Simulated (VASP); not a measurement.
# MgS (Fm-3m) in VASP: notebook

Runs on MgS. Level: LDA. Tasks: elastic constants.

All numbers are computed with VASP 6.6.1; they aren't measurements. Logs are shortened: lines on timing, memory, paths and dates and some standing lists are left out, and cuts for length are marked.

**1. The cell of the first run**

It takes space group Fm-3m (No. 225, cubic). Conventional cell: a = 5.007 Å, b = 5.007 Å, c = 5.007 Å, α = 90.00°, β = 90.00°, γ = 90.00°. Mg (site symmetry m-3m) has 6 S at 2.50 Å within 3.3 Å. Within 3.3 Å of S (site symmetry m-3m) lie 6 Mg at 2.50 Å.

**2. Elastic constants, LDA**

INCAR reads:

```
SYSTEM = MgS
PREC = Accurate ; ENCUT = 600
EDIFF = 1E-8 ; ISMEAR = 0
SIGMA = 0.01 ; LREAL = .FALSE.
LASPH = .TRUE. ; NELM = 60
ALGO = Normal ; ISIF = 3
LWAVE = .FALSE. ; LCHARG = .FALSE.
IBRION = 6 ; NFREE = 2
POTIM = 0.015 ; NSW = 1
```

KPOINTS reads:

```
regular mesh
0
G
  8 8 8
  0 0 0
```

POSCAR reads:

```
MgS
1.0
    0.0000000000      2.5033509830      2.5033509830
    2.5033509830      0.0000000000      2.5033509830
    2.5033509830      2.5033509830      0.0000000000
Mg S
1 1
Direct
    0.0000000000      0.0000000000      0.0000000000
    0.5000000000      0.5000000000      0.5000000000
```

Potentials or basis: VASP PAW LDA potentials, release 64 (Mg, S).

Launch:

```sh
> cat potpaw_LDA.64/Mg/POTCAR potpaw_LDA.64/S/POTCAR > POTCAR
> mpirun -np 1 vasp_std > vasp.out
```

OUTCAR:

```text
SYSTEM = MgS
   PREC = Accurate
   ENCUT = 600
   EDIFF = 1E-8
   ISMEAR = 0
   LREAL = .FALSE.
   LASPH = .TRUE.
   NELM = 60
   ISIF = 3
   IBRION = 6
   NFREE = 2
   POTIM = 0.015
   NSW = 1

 ion  position               nearest neighbor table
   1  0.000  0.000  0.000-   2 2.50   2 2.50   2 2.50   2 2.50   2 2.50   2 2.50
   2  0.500  0.500  0.500-   1 2.50   1 2.50   1 2.50   1 2.50   1 2.50   1 2.50

  LATTYP: Found a face centered cubic cell.
 ALAT       =     5.0067019660

  Lattice vectors:

 A1 = (   0.0000000000,   2.5033509830,   2.5033509830)
 A2 = (   2.5033509830,   0.0000000000,   2.5033509830)
 A3 = (   2.5033509830,   2.5033509830,   0.0000000000)

Analysis of symmetry for initial positions (statically):
=====================================================================
 Subroutine PRICEL returns:
 Original cell was already a primitive cell.

 Routine SETGRP: Setting up the symmetry group for a
 face centered cubic supercell.

 Subroutine GETGRP returns: Found 48 space group operations
 (whereof 48 operations were pure point group operations)
 out of a pool of 48 trial point group operations.

The static configuration has the point symmetry O_h .

Analysis of symmetry for dynamics (positions and initial velocities):
=====================================================================
 Subroutine PRICEL returns:
 Original cell was already a primitive cell.

 Routine SETGRP: Setting up the symmetry group for a
 face centered cubic supercell.

 Subroutine GETGRP returns: Found 48 space group operations
 (whereof 48 operations were pure point group operations)
 out of a pool of 48 trial point group operations.

The dynamic configuration has the point symmetry O_h .

 Subroutine INISYM returns: Found 48 space group operations
 (whereof 48 operations are pure point group operations),
 and found     1 'primitive' translations

----------------------------------------------------------------------------------------

                                     Primitive cell

  volume of cell :      31.3758

  direct lattice vectors                    reciprocal lattice vectors
     0.000000000  2.503350983  2.503350983    -0.199732280  0.199732280  0.199732280
     2.503350983  0.000000000  2.503350983     0.199732280 -0.199732280  0.199732280
     2.503350983  2.503350983  0.000000000     0.199732280  0.199732280 -0.199732280

  length of vectors
     3.540272912  3.540272912  3.540272912     0.345946457  0.345946457  0.345946457

  position of ions in fractional coordinates (direct lattice)
     0.000000000  0.000000000  0.000000000
     0.500000000  0.500000000  0.500000000

  ion indices of the primitive-cell ions
   primitive index   ion index
                 1           1
                 2           2

----------------------------------------------------------------------------------------

 KPOINTS: regular mesh

Automatic generation of k-mesh.
 Grid dimensions read from file:
 generate k-points for:    8    8    8

 Generating k-lattice:

  Cartesian coordinates                     Fractional coordinates (reciprocal lattice)
    -0.024966535  0.024966535  0.024966535     0.125000000  0.000000000  0.000000000
     0.024966535 -0.024966535  0.024966535     0.000000000  0.125000000  0.000000000
     0.024966535  0.024966535 -0.024966535     0.000000000  0.000000000  0.125000000

  Length of vectors
     0.043243307  0.043243307  0.043243307

  Shift w.r.t. Gamma in fractional coordinates (k-lattice)
     0.000000000  0.000000000  0.000000000

 Subroutine IBZKPT returns following result:
 ===========================================

 Found     29 irreducible k-points:

 Following reciprocal coordinates:
            Coordinates               Weight
  0.000000  0.000000  0.000000      1.000000
  0.125000  0.000000  0.000000      8.000000
  0.250000  0.000000  0.000000      8.000000
  0.375000  0.000000  0.000000      8.000000
  0.500000  0.000000  0.000000      4.000000
  0.125000  0.125000  0.000000      6.000000
[... 16 lines left out ...]
  0.500000  0.250000  0.125000     48.000000
 -0.375000  0.250000  0.125000     24.000000
[... 35 lines left out ...]
   EFERMI_NEDOS =   21; number of points for ismear=-14 and -15
   IALGO  =     38    algorithm
   IMIX   =      4    mixing-type and parameters
     AMIX     =   0.40;   BMIX     =  1.00
     AMIX_MAG =   1.60;   BMIX_MAG =  1.00
  volume/ion in A,a.u.               =      15.69       105.87
  Fermi-wavevector in a.u.,A,eV,Ry     =   1.038101  1.961727 14.662378  1.077654
  Thomas-Fermi vector in A             =   2.172570
   LORBIT       =      0    0 simple, 1 ext, 2 COOP (PROOUT), +10 PAW based schemes
   GGA     = CA    functional components
   LHFCALC =     F    Hartree Fock is set to
   AEXX    =    0.0000 exact exchange contribution
   IVDW    =     0    specifies the selected vdW correction
   LEPSILON=     F    determine dielectric tensor
[... 54 lines left out ...]

  energy without entropy =       -9.55175172  energy(sigma->0) =       -9.55175172

 E-fermi :   4.7655     XC(G=0): -10.4715

 val. band max:        4.6893739337   @ k =   0.0000   0.0000   0.0000
 cond. band min:       7.4873171213   @ k =   0.5000   0.5000   0.0000
 fundamental gap:      2.7979431876
 Fermi energy:         4.7655162163

 k-point     1 :       0.0000    0.0000    0.0000
  band No.  band energies     occupation
      1      -8.6679      2.00000
      2       4.6890      2.00000
      3       4.6894      2.00000
      4       4.6894      2.00000
      5       9.1586      0.00000
      6      12.4227      0.00000
      7      12.4227      0.00000
      8      12.4231      0.00000
[... 243 lines left out ...]
 k-point    24 :      -0.3750    0.2500    0.1250
  band No.  band energies     occupation
      1      -6.7615      2.00000
      2      -0.2913      2.00000
      3       2.1452      2.00000
      4       3.2916      2.00000
      5      10.3350      0.00000
      6      10.8729      0.00000
      7      13.3161      0.00000
      8      14.5289      0.00000

 [... further k-points ...]

------------------------ aborting loop because EDIFF is reached ----------------------------------------

  FORCE on cell =-STRESS in cart. coord.  units (eV):
  Direction    XX          YY          ZZ          XY          YZ          ZX
  --------------------------------------------------------------------------------------
  -------------------------------------------------------------------------------------
  Total        1.2641240      1.2557887      1.2557887      0.0000000      0.0000000      0.0000000
  in kB       64.5513081     64.1256721     64.1256721      0.0000000      0.0000000      0.0000000
  external PRESSURE =      64.2675508 kB  Pullay stress =       0.0000000 kB
[... 17 lines left out ...]
  FREE ENERGIE OF THE ION-ELECTRON SYSTEM (eV)
  ---------------------------------------------------
  free  energy   TOTEN  =        -9.5517517226 eV

  energy  without entropy=       -9.5517517226  energy(sigma->0) =       -9.55175172

 INTERNAL STRAIN TENSORS FROM STRAINED CELLS
 ============================================

 INTERNAL STRAIN TENSOR FOR ION    1 for displacements in x,y,z  (eV/Angst):
          X           Y           Z          XY          YZ          ZX
  --------------------------------------------------------------------------------
  x     0.00000    -0.00000     0.00000     0.00000    -0.00000     0.00000
  y    -0.00000    -0.00000    -0.00000     0.00000    -0.00000     0.00000
  z    -0.00000    -0.00000     0.00000    -0.00000     0.00000    -0.00000

 INTERNAL STRAIN TENSORS FROM DISPLACED ATOMS
 ============================================

 INTERNAL STRAIN TENSOR FOR ION    1 for displacements in x,y,z  (eV/Angst):
          X           Y           Z          XY          YZ          ZX
  --------------------------------------------------------------------------------
  x     0.00000     0.00000     0.00000     0.00000     0.00000     0.00000
  y     0.00000     0.00000     0.00000     0.00000     0.00000     0.00000
  z     0.00000     0.00000     0.00000     0.00000     0.00000     0.00000

 INTERNAL STRAIN TENSOR FOR ION    2 for displacements in x,y,z  (eV/Angst):
          X           Y           Z          XY          YZ          ZX
  --------------------------------------------------------------------------------
  x     0.00000     0.00000     0.00000     0.00000     0.00000     0.00000
  y     0.00000     0.00000     0.00000     0.00000     0.00000     0.00000
  z     0.00000     0.00000     0.00000     0.00000     0.00000     0.00000

 Eigenvectors and eigenvalues of the dynamical matrix
 ----------------------------------------------------

   1 f  =    9.102115 THz    57.190277 2PiTHz  303.613883 cm-1    37.643307 meV
             X         Y         Z           dx          dy          dz
      0.000000  0.000000  0.000000     0.000000    0.000000   -0.754063
      2.503351  2.503351  2.503351    -0.000000    0.000000    0.656803
[... 21 lines left out ...]
   6 f/i=    0.002096 THz     0.013171 2PiTHz    0.069922 cm-1     0.008669 meV
             X         Y         Z           dx          dy          dz
      0.000000  0.000000  0.000000    -0.579276   -0.304800   -0.054087
      2.503351  2.503351  2.503351    -0.665056   -0.349936   -0.062097

--------------------------------------------------------------------------------------------------------

 ELASTIC MODULI CONTR FROM IONIC RELAXATION (kBar)
 Direction    XX          YY          ZZ          XY          YZ          ZX
 --------------------------------------------------------------------------------
 XX           0.0000      0.0000      0.0000      0.0000      0.0000      0.0000
 YY           0.0000      0.0000      0.0000      0.0000      0.0000      0.0000
 ZZ           0.0000      0.0000      0.0000      0.0000      0.0000      0.0000
 XY           0.0000      0.0000      0.0000      0.0000      0.0000      0.0000
 YZ           0.0000      0.0000      0.0000      0.0000      0.0000      0.0000
 ZX           0.0000      0.0000      0.0000      0.0000      0.0000      0.0000
 --------------------------------------------------------------------------------

 TOTAL ELASTIC MODULI (kBar)
 Direction    XX          YY          ZZ          XY          YZ          ZX
 --------------------------------------------------------------------------------
 XX        2215.1604    461.7497    461.7497      0.0000      0.0000      0.0000
 YY         461.7497   2215.1604    461.7497      0.0000      0.0000      0.0000
 ZZ         461.7497    461.7497   2215.1604      0.0000     -0.0000     -0.0000
 XY           0.0000      0.0000      0.0000    613.8333      0.0000     -0.0000
 YZ           0.0000      0.0000     -0.0000      0.0000    613.8333      0.0000
 ZX           0.0000      0.0000     -0.0000     -0.0000      0.0000    613.8333
 --------------------------------------------------------------------------------
```

Wall time 2 min (1 thread of Intel Xeon 6975P-C (Granite Rapids), shared host); peak memory 0.22 GiB.

Results:

```
Elastic constants C11, C12, C44                         : 222, 46, 61 GPa
Voigt bulk modulus                                      : 105 GPa
Highest phonon frequency at Γ, LO-TO splitting left out : 304 cm⁻¹
```

Phonon frequencies in cm⁻¹ (negative: imaginary):
```csv
q point,frequencies
"(0.000, 0.000, 0.000)",0 0 0 304 304 304
```

Elastic tensor in Voigt notation (GPa, in the Cartesian axes of the cell as first typed):
```
222  46  46   0   0   0
 46 222  46   0   0   0
 46  46 222   0   0   0
  0   0   0  61   0   0
  0   0   0   0  61   0
  0   0   0   0   0  61
```

Clamped-ion elastic tensor (GPa):
```
222  46  46   0   0   0
 46 222  46   0   0   0
 46  46 222   0   0   0
  0   0   0  61   0   0
  0   0   0   0  61   0
  0   0   0   0   0  61
```

Caveat: the cell is under stress, which shifts elastic constants.

**3. Elastic constants, LDA**

This run uses another cell than the first one, of 16.14 Å³/atom.

INCAR reads:

```
SYSTEM = MgS
ALGO = Normal
EDIFF = 1E-8
ENCUT = 600
IBRION = 6
ISIF = 3
ISMEAR = 0
LASPH = .True.
LCHARG = .False.
LREAL = .False.
LWAVE = .False.
NELM = 60
NFREE = 2
NSW = 1
POTIM = 0.015
PREC = Accurate
SIGMA = 0.01
```

KPOINTS reads:

```
k-points
0
Gamma
  8 8 8
  0 0 0
```

POSCAR reads:

```
MgS
1.0
    0.0000000000      2.5269732956      2.5269732956
    2.5269732956      0.0000000000      2.5269732956
    2.5269732956      2.5269732956      0.0000000000
Mg S
1 1
Direct
    0.0000000000      0.0000000000      0.0000000000
    0.5000000000      0.5000000000      0.5000000000
```

Potentials or basis: VASP PAW LDA potentials, release 64 (Mg, S).

Launch:

```sh
> cat potpaw_LDA.64/Mg/POTCAR potpaw_LDA.64/S/POTCAR > POTCAR
> mpirun -np 1 vasp_std > vasp.out
```

It took 2.6 min on 1 thread of Intel Xeon 6975P-C (Granite Rapids), shared host; peak memory 0.23 GiB.

Results (log left out):

```yaml
Elastic_constants_C11_C12_C44: 198, 45, 60 GPa
Voigt_bulk_modulus: 96 GPa
Highest_phonon_frequency_at_Γ_LO-TO_splitting_left_out: 284 cm⁻¹
```

Phonon frequencies in cm⁻¹ (negative: imaginary):
| q point | frequencies |
| --- | --- |
| (0.000, 0.000, 0.000) | 0 0 0 284 284 284 |

Elastic tensor in Voigt notation (GPa, in the Cartesian axes of the cell as first typed):
```
198  45  45   0   0   0
 45 198  45   0   0   0
 45  45 198   0   0   0
  0   0   0  60   0   0
  0   0   0   0  60   0
  0   0   0   0   0  60
```

Clamped-ion elastic tensor (GPa):
```
198  45  45   0   0   0
 45 198  45   0   0   0
 45  45 198   0   0   0
  0   0   0  60   0   0
  0   0   0   0  60   0
  0   0   0   0   0  60
```

Caveat: the cell is under stress, which shifts elastic constants.

**4. Elastic constants, LDA**

This run uses another cell than the first one, of 16.48 Å³/atom.

INCAR reads:

```
ALGO = Normal
EDIFF = 1E-8
ENCUT = 600
GGA = CA
IBRION = 6
ISIF = 3
ISMEAR = 0
LASPH = True
LCHARG = False
LREAL = False
LWAVE = False
NELM = 60
NFREE = 2
NSW = 1
POTIM = 0.015
PREC = Accurate
SIGMA = 0.01
```

KPOINTS reads:

```
k-points
0
Gamma
  8 8 8
```

POSCAR reads:

```
MgS
1.0
    0.0000000000      2.5449609037      2.5449609037
    2.5449609037      0.0000000000      2.5449609037
    2.5449609037      2.5449609037      0.0000000000
Mg S
1 1
Direct
    0.0000000000      0.0000000000      0.0000000000
    0.5000000000      0.5000000000      0.5000000000
```

Launch:

```sh
> cat potpaw_LDA.64/Mg/POTCAR potpaw_LDA.64/S/POTCAR > POTCAR
> mpirun -np 1 vasp_std > vasp.out
```

It took 2.9 min on 1 thread of Intel Xeon 6975P-C (Granite Rapids), shared host; peak memory 0.23 GiB.

The run converged. Its results:

```yaml
Elastic_constants_C11_C12_C44: 181, 44, 58 GPa
Voigt_bulk_modulus: 90 GPa
Highest_phonon_frequency_at_Γ_LO-TO_splitting_left_out: 269 cm⁻¹
```

Phonon frequencies in cm⁻¹ (negative: imaginary):
```csv
q point,frequencies
"(0.000, 0.000, 0.000)",0 0 0 269 269 269
```

Elastic tensor in Voigt notation (GPa, in the Cartesian axes of the cell as first typed):
```
181  44  44   0   0   0
 44 181  44   0   0   0
 44  44 181   0   0   0
  0   0   0  58   0   0
  0   0   0   0  58   0
  0   0   0   0   0  58
```

Clamped-ion elastic tensor (GPa):
```
181  44  44   0   0   0
 44 181  44   0   0   0
 44  44 181   0   0   0
  0   0   0  58   0   0
  0   0   0   0  58   0
  0   0   0   0   0  58
```

Caveat: the cell is under stress, which shifts elastic constants.

**5. Elastic constants, LDA**

This run uses another cell than the first one, of 16.67 Å³/atom.

INCAR reads:

```
  ALGO = Normal
  EDIFF = 1E-8
  ENCUT = 600
  IBRION = 6
  ISIF = 3
  ISMEAR = 0
  LASPH = True
  LCHARG = False
  LREAL = False
  LWAVE = False
  NELM = 80
  NFREE = 2
  NSW = 1
  POTIM = 0.015
  PREC = Accurate
  SIGMA = 0.01
```

KPOINTS is that of step 4.

POSCAR reads:

```
MgS
1.0
    0.0000000000      2.5545658665      2.5545658665
    2.5545658665      0.0000000000      2.5545658665
    2.5545658665      2.5545658665      0.0000000000
Mg S
1 1
Direct
    0.0000000000      0.0000000000      0.0000000000
    0.5000000000      0.5000000000      0.5000000000
```

Launch:

```sh
> cat potpaw_LDA.64/Mg/POTCAR potpaw_LDA.64/S/POTCAR > POTCAR
> mpirun -np 1 vasp_std > vasp.out
```

It took 2.6 min on 1 thread of Intel Xeon 6975P-C (Granite Rapids), shared host; peak memory 0.23 GiB.

Results (log left out):

* Elastic constants C11, C12, C44: 173, 44, 58 GPa
* Voigt bulk modulus: 87 GPa
* Highest phonon frequency at Γ, LO-TO splitting left out: 261 cm⁻¹

Phonon frequencies in cm⁻¹ (negative: imaginary):
```csv
q point,frequencies
"(0.000, 0.000, 0.000)",0 0 0 261 261 261
```

Elastic tensor in Voigt notation (GPa, in the Cartesian axes of the cell as first typed):
```
173  44  44   0   0   0
 44 173  44   0   0   0
 44  44 173   0   0   0
  0   0   0  58   0   0
  0   0   0   0  58   0
  0   0   0   0   0  58
```

Clamped-ion elastic tensor (GPa):
```
173  44  44   0   0   0
 44 173  44   0   0   0
 44  44 173   0   0   0
  0   0   0  58   0   0
  0   0   0   0  58   0
  0   0   0   0   0  58
```

**6. Elastic constants, LDA**

This run uses another cell than the first one, of 16.86 Å³/atom.

INCAR reads:

```
ALGO = Normal ; EDIFF = 1E-8
ENCUT = 600 ; IBRION = 6
ISIF = 3 ; ISMEAR = 0
LASPH = True ; LCHARG = False
LREAL = False ; LWAVE = False
NBANDS = 11 ; NELM = 80
NFREE = 2 ; NSW = 1
POTIM = 0.015 ; PREC = Accurate
SIGMA = 0.01
```

KPOINTS is that of step 5.

POSCAR reads:

```
MgS
1.0
    0.0000000000      2.5641819422      2.5641819422
    2.5641819422      0.0000000000      2.5641819422
    2.5641819422      2.5641819422      0.0000000000
Mg S
1 1
Direct
    0.0000000000      0.0000000000      0.0000000000
    0.5000000000      0.5000000000      0.5000000000
```

Potentials or basis: VASP PAW LDA potentials, release 64 (Mg, S).

Launch:

```sh
> cat potpaw_LDA.64/Mg/POTCAR potpaw_LDA.64/S/POTCAR > POTCAR
> mpirun -np 1 vasp_std > vasp.out
```

It took 3.7 min on 1 thread of Intel Xeon 6975P-C (Granite Rapids), shared host; peak memory 0.25 GiB.

The run converged. Its results:

```
Elastic constants C11, C12, C44                         : 165, 43, 57 GPa
Voigt bulk modulus                                      : 84 GPa
Highest phonon frequency at Γ, LO-TO splitting left out : 253 cm⁻¹
```

Phonon frequencies in cm⁻¹ (negative: imaginary):
```
              q point        frequencies
(0.000, 0.000, 0.000)  0 0 0 253 253 253
```

Elastic tensor in Voigt notation (GPa, in the Cartesian axes of the cell as first typed):
```
165  43  43   0   0   0
 43 165  43   0   0   0
 43  43 165   0   0   0
  0   0   0  57   0   0
  0   0   0   0  57   0
  0   0   0   0   0  57
```

Clamped-ion elastic tensor (GPa):
```
165  43  43   0   0   0
 43 165  43   0   0   0
 43  43 165   0   0   0
  0   0   0  57   0   0
  0   0   0   0  57   0
  0   0   0   0   0  57
```
